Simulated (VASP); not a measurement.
# CdCo2 (P6/mmm) in VASP: notebook

Runs on CdCo2. Level: PBE. Tasks: single point.

Everything below comes from runs of VASP 6.6.1. Logs are shortened: lines on timing, memory, paths and dates and some standing lists are left out, and cuts for length are marked.

**1. The cell of the first run**

Symmetry: P6/mmm, No. 191, hexagonal system. The conventional cell has a = 4.150 Å, b = 4.150 Å, c = 2.842 Å, α = 90.00°, β = 90.00°, γ = 120.00°. Within 3.7 Å of Cd (site symmetry 6/mmm) lie 12 Co at 2.79 Å and 2 Cd at 2.84 Å. Co (site symmetry -6m2) has 5 Co at 2.40 to 2.84 Å and 6 Cd at 2.79 Å within 3.2 Å.

**2. Single point, PBE, collinear spin, ferromagnetic start**

INCAR

```
SYSTEM = CdCo2
PREC = Accurate
ENCUT = 520
EDIFF = 1E-6
ISMEAR = 0
SIGMA = 0.1
LREAL = .FALSE.
LASPH = .TRUE.
NELM = 150
ALGO = Normal
ISIF = 2
LWAVE = .FALSE.
LCHARG = .FALSE.
ISPIN = 2
MAGMOM = 0 1.2 1.2
LORBIT = 11
LMAXMIX = 4
GGA = PE
NBANDS = 26
```

KPOINTS

```
Automatic mesh
0
G
  6 6 4
  0 0 0
```

POSCAR

```
CdCo2
1.0
    4.1498238260      0.0000000000      0.0000000000
   -2.0749119130      3.5938528545      0.0000000000
    0.0000000000      0.0000000000      2.8415629229
Cd Co
1 2
Direct
    0.0000000000      0.0000000000      0.0000000000
    0.3333333333      0.6666666667      0.5000000000
    0.6666666667      0.3333333333      0.5000000000
```

Potentials or basis: VASP PAW PBE potentials, release 64 (Cd, Co).

The run is started by

```bash
cat potpaw_PBE.64/Cd/POTCAR potpaw_PBE.64/Co/POTCAR > POTCAR
mpirun -np 1 vasp_std > vasp.out
```

OUTCAR:

```text
SYSTEM = CdCo2
   PREC = Accurate
   ENCUT = 520
   EDIFF = 1E-6
   ISMEAR = 0
   LREAL = .FALSE.
   LASPH = .TRUE.
   NELM = 150
   ISIF = 2
   ISPIN = 2
   LORBIT = 11
   GGA = PE

 ion  position               nearest neighbor table
   1  0.000  0.000  0.000-   2 2.79   3 2.79   2 2.79   3 2.79   2 2.79   2 2.79   3 2.79   3 2.79
                             3 2.79   3 2.79   2 2.79   2 2.79
   2  0.333  0.667  0.500-   3 2.40   3 2.40   3 2.40   1 2.79   1 2.79   1 2.79   1 2.79   1 2.79
                             1 2.79
   3  0.667  0.333  0.500-   2 2.40   2 2.40   2 2.40   1 2.79   1 2.79   1 2.79   1 2.79   1 2.79
                             1 2.79

  LATTYP: Found a hexagonal cell.
 ALAT       =     4.1498238260
 C/A-ratio  =     0.6847430257

  Lattice vectors:

 A1 = (   4.1498238260,   0.0000000000,   0.0000000000)
 A2 = (  -2.0749119130,   3.5938528545,   0.0000000000)
 A3 = (   0.0000000000,   0.0000000000,   2.8415629229)

Analysis of symmetry for initial positions (statically):
=====================================================================
 Subroutine PRICEL returns:
 Original cell was already a primitive cell.

 Routine SETGRP: Setting up the symmetry group for a
 hexagonal supercell.

 Subroutine GETGRP returns: Found 24 space group operations
 (whereof 24 operations were pure point group operations)
 out of a pool of 24 trial point group operations.

The static configuration has the point symmetry D_6h.

Analysis of symmetry for dynamics (positions and initial velocities):
=====================================================================
 Subroutine PRICEL returns:
 Original cell was already a primitive cell.

 Routine SETGRP: Setting up the symmetry group for a
 hexagonal supercell.

 Subroutine GETGRP returns: Found 24 space group operations
 (whereof 24 operations were pure point group operations)
 out of a pool of 24 trial point group operations.

The dynamic configuration has the point symmetry D_6h.

Analysis of structural, dynamic, and magnetic symmetry:
=====================================================================
 Subroutine PRICEL returns:
 Original cell was already a primitive cell.

 Routine SETGRP: Setting up the symmetry group for a
 hexagonal supercell.

 Subroutine GETGRP returns: Found 24 space group operations
 (whereof 24 operations were pure point group operations)
 out of a pool of 24 trial point group operations.

The overall configuration has the point symmetry D_6h.

 Subroutine INISYM returns: Found 24 space group operations
[... 119 lines left out ...]
   LORBIT       =     11    0 simple, 1 ext, 2 COOP (PROOUT), +10 PAW based schemes
   GGA     = PE    functional components
   LHFCALC =     F    Hartree Fock is set to
   AEXX    =    0.0000 exact exchange contribution
   IVDW    =     0    specifies the selected vdW correction
   LEPSILON=     F    determine dielectric tensor
   LRPA    =     F    only Hartree local field effects (RPA)
 spin polarized calculation
 Gauss-broadening in eV      SIGMA  =   0.10
  energy-cutoff  :      520.00
  volume of cell :       42.38
 maximum number of plane-waves:      1169
 NGX is ok and might be reduce to    32
   NGX = 15   NGY = 15   NGZ = 11

 number of electron      30.0000006 magnetization       3.1878678

 Free energy of the ion-electron system (eV)
  ---------------------------------------------------
  ext. energy  EPLUGINS =         0.00000000
  ---------------------------------------------------
  free energy    TOTEN  =       -13.78356030 eV

  energy without entropy =      -13.76421390  energy(sigma->0) =      -13.77388710

 E-fermi :   6.6686     XC(G=0): -12.4283

 val. band max:        6.6416149418   @ k =   0.1667   0.1667   0.5000
 cond. band min:       6.6799653917   @ k =   0.3333   0.0000   0.5000
 fundamental gap:      0.0383504499
 Fermi energy:         6.6686082844

 spin component 1

 k-point     1 :       0.0000    0.0000    0.0000
  band No.  band energies     occupation
      1      -2.8795      1.00000
      2      -2.2118      1.00000
      3      -2.0309      1.00000
      4      -2.0309      1.00000
      5      -1.5196      1.00000
      6      -1.5196      1.00000
[... 598 lines left out ...]
     25      21.0309      0.00000
     26      21.0324      0.00000
 Fermi energy:         6.6686082844

 spin component 2

 k-point     1 :       0.0000    0.0000    0.0000
  band No.  band energies     occupation
      1      -2.8789      1.00000
      2      -2.2073      1.00000
      3      -2.0544      1.00000
      4      -2.0544      1.00000
      5      -1.5176      1.00000
      6      -1.5176      1.00000
[... 598 lines left out ...]
     25      21.2954      0.00000
     26      21.4145      0.00000

------------------------ aborting loop because EDIFF is reached ----------------------------------------

  FORCE on cell =-STRESS in cart. coord.  units (eV):
  Direction    XX          YY          ZZ          XY          YZ          ZX
  --------------------------------------------------------------------------------------
  -------------------------------------------------------------------------------------
  Total        0.1544140      0.1544140     -0.0406806      0.0000000      0.0000000     -0.0000000
  in kB        5.8378112      5.8378112     -1.5379817      0.0000000      0.0000000     -0.0000000
  external PRESSURE =       3.3792136 kB  Pullay stress =       0.0000000 kB

 VOLUME and BASIS-vectors are now :
 -----------------------------------------------------------------------------
  energy-cutoff  :      520.00
  volume of cell :       42.38
      direct lattice vectors                 reciprocal lattice vectors
     4.149823826  0.000000000  0.000000000     0.240974085  0.139126453  0.000000000
    -2.074911913  3.593852855  0.000000000     0.000000000  0.278252906  0.000000000
     0.000000000  0.000000000  2.841562923     0.000000000  0.000000000  0.351919006

 POSITION                                       TOTAL-FORCE (eV/Angst)
 -----------------------------------------------------------------------------------
      0.00000      0.00000      0.00000         0.000000      0.000000     -0.000000
     -0.00000      2.39590      1.42078        -0.000000      0.000000      0.000000
      2.07491      1.19795      1.42078         0.000000     -0.000000     -0.000000
 -----------------------------------------------------------------------------------
    total drift:                               -0.000000      0.000000      0.000000

  FREE ENERGIE OF THE ION-ELECTRON SYSTEM (eV)
  ---------------------------------------------------
  free  energy   TOTEN  =       -13.7835603040 eV

  energy  without entropy=      -13.7642139013  energy(sigma->0) =      -13.77388710

 total charge

# of ion       s       p       d       tot
------------------------------------------
    1        0.517   0.463   9.470  10.450
    2        0.430   0.381   7.274   8.085
    3        0.430   0.381   7.274   8.085
--------------------------------------------------
tot          1.376   1.225  24.019  26.620

 magnetization (x)

# of ion       s       p       d       tot
------------------------------------------
    1       -0.015  -0.028   0.005  -0.037
    2        0.002  -0.016   1.657   1.643
    3        0.002  -0.016   1.657   1.643
--------------------------------------------------
tot         -0.011  -0.060   3.319   3.248
```

OSZICAR:

```text
N       E                     dE             d eps       ncg     rms          rms(c)
DAV:   1     0.215232994368E+03    0.21523E+03   -0.14011E+04  2248   0.140E+03
DAV:   2    -0.551153191512E+01   -0.22074E+03   -0.20410E+03  2194   0.307E+02
DAV:   3    -0.150882115366E+02   -0.95767E+01   -0.90482E+01  2388   0.811E+01
DAV:   4    -0.152062706159E+02   -0.11806E+00   -0.11795E+00  2748   0.804E+00
DAV:   5    -0.152103904567E+02   -0.41198E-02   -0.41196E-02  2826   0.145E+00    0.139E+01
DAV:   6    -0.152415832440E+02   -0.31193E-01   -0.10570E+01  2442   0.502E+01    0.109E+01
DAV:   7    -0.137875296869E+02    0.14541E+01   -0.50561E+00  2642   0.358E+01    0.679E+00
DAV:   8    -0.138058939215E+02   -0.18364E-01   -0.20709E-01  2556   0.471E+00    0.324E+00
DAV:   9    -0.137861685881E+02    0.19725E-01   -0.54703E-02  2788   0.322E+00    0.117E+00
DAV:  10    -0.137841816401E+02    0.19869E-02   -0.47894E-03  3176   0.693E-01    0.422E-01
DAV:  11    -0.137835291684E+02    0.65247E-03   -0.64629E-04  2992   0.254E-01    0.157E-01
DAV:  12    -0.137835385606E+02   -0.93922E-05   -0.13265E-04  2814   0.120E-01    0.107E-01
DAV:  13    -0.137835468946E+02   -0.83340E-05   -0.25636E-05  2734   0.585E-02    0.429E-02
DAV:  14    -0.137835578793E+02   -0.10985E-04   -0.22495E-05  2836   0.444E-02    0.202E-02
DAV:  15    -0.137835601017E+02   -0.22224E-05   -0.39422E-06  2562   0.217E-02    0.499E-03
DAV:  16    -0.137835603040E+02   -0.20227E-06   -0.41173E-07  1260   0.681E-03
   1 F= -.13783560E+02 E0= -.13773887E+02  d E =-.193464E-01  mag=     3.1873
```

Run time: 66 s. Hardware: 1 thread of Oxide Virtual Turin-like, shared host; peak memory 0.16 GiB.

Results:

| Property | Result |
| --- | --- |
| Free energy | -13.7836 eV |
| Pressure | 0.3 GPa |
| Net moment | 3.19 μB per cell |
| Site moments | Cd -0.04; Co +1.64 μB |
| Valence electrons inside the program's atomic spheres | Cd 10.45; Co 8.09 |

Caveat: the k points lie up to 0.55 Å⁻¹ apart.

(Part 1 of 2 ends here.)
